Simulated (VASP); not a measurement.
Runs of VASP 6.6.1 on C. The structure is that of space group Fm-3m (No. 225), or close to it. The cells are those of the table. 

| task | cell | k mesh | cutoff (eV) | gap on the mesh (eV) | pressure (GPa) |
| --- | --- | --- | --- | --- | --- |
| single point | a = 2.075 Å, angles 60.0°, 1 atom | 20 × 20 × 20 | 520 | none | 17.6 |
| single point | a = 2.161 Å, angles 60.0°, 1 atom | 20 × 20 × 20 | 520 | none | -6.2 |
| single point | a = 2.133 Å, angles 60.0°, 1 atom | 18 × 18 × 18 | 520 | none | (a) |
| single point | a = 2.133 Å, angles 60.0°, 1 atom | 20 × 20 × 20 | 520 | none | 0.3 |
| single point | a = 2.215 Å, angles 60.0°, 1 atom | 20 × 20 × 20 | 520 | none | (b) |
| single point | a = 2.104 Å, angles 60.0°, 1 atom | 20 × 20 × 20 | 520 | none | 8.2 |
| relaxation of cell and atoms | relaxed from a = 2.107 Å, angles 60.0°, 1 atom | 18 × 18 × 18 | 600 | none | 0.0 |

Alike in all rows: level LDA; potentials or basis VASP PAW LDA potentials, release 64 (C); no spin polarisation; smearing fermi-dirac 0.1 eV.

**Question.** Estimate the missing entries.

**Answer.** (a) 0.5; (b) -16.5.

A gap of «none» marks levels without a gap at the run's occupations.
